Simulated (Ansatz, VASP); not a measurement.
## Two plane-wave programs on AlSi2

```
Al Si
1.0
    -1.93049    1.93049    3.16619
     1.93049   -1.93049    3.16619
     1.93049    1.93049   -3.16619
Al Si
1 2
Cartesian
  0.0000 0.0000 0.0000
  0.0000 0.0000 3.7551
  0.0000 0.0000 2.5773
```

Alike in both runs: task single point; functional PBE; k mesh 6 × 6 × 6; occupations gaussian, width 0.1 eV; no spin polarisation.

|  | VASP | Ansatz |
| --- | --- | --- |
| version | VASP 6.6.1 | Ansatz 0.2.0 |
| potentials or method | VASP PAW PBE potentials, release 64 (Al, Si), cutoff 520 eV | scalar-relativistic, plane waves, PAW |
| valence electrons in the cell | 11 | 11 |

|  | VASP | Ansatz | Ansatz less VASP |
| --- | --- | --- | --- |
| gap on the k mesh at the Fermi level (eV) | none | none | - |
| rms of the force components (eV/Å) | 54.049 | 52.459 | -1.5906 |

Atom by atom the forces differ by 1.591 eV/Å (rms over components). A gap of «none» marks a metal or a gap that the smearing closes. With one functional, cell and mesh, what is left measures potentials, basis and numerics.

The k mesh is coarse, so the values compare programs but aren't converged.
